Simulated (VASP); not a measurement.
Here is a VASP 6.6.1 calculation.

The input INCAR:

```
SYSTEM = Co
ALGO = Normal ; EDIFF = 1E-6
ENCUT = 600 ; GGA = PS
GGA_COMPAT = .FALSE. ; ISIF = 2
ISMEAR = -1 ; ISPIN = 2
IVDW = 12 ; LASPH = .TRUE.
LCHARG = .FALSE. ; LMAXMIX = 4
LORBIT = 11 ; LREAL = .FALSE.
LWAVE = .FALSE. ; MAGMOM = 2 2 2 2
NBANDS = 46 ; NELM = 200
PREC = Accurate ; SIGMA = 0.05
```

File KPOINTS:

```
k-points
0
G
  12 12 4
  0 0 0
```

Contents of POSCAR:

```
Co
1.0
    2.4370357376      0.0000000000      0.0000000000
   -1.2185178688      2.1105348586      0.0000000000
    0.0000000000      0.0000000000      7.8883272427
Co
4
Direct
    0.6666666667      0.3333333333      0.7500000000
    0.0000000000      0.0000000000      0.5000000000
    0.3333333333      0.6666666667      0.2500000000
    0.0000000000      0.0000000000      0.0000000000
```

Potentials or basis: VASP PAW PBE potentials, release 64 (Co_sv).

The run is started by

```sh
$ cat potpaw_PBE.64/Co_sv/POTCAR > POTCAR
$ mpirun -np 1 vasp_std > vasp.out
```

Problem. What does it give for the dispersion energy per atom?

Solution. -0.407 eV.

Problem. Estimate the net moment.

Solution. 6.31 μB per cell.

Problem. Estimate the pressure.

Solution. -4.0 GPa.

Problem. What does it give for the site moments?

Solution. Co +1.64, +1.61 (each value once) μB.

Caveat: the cell stands under tension; the PAW data sets were made with another functional, which shifts forces and pressure a little.
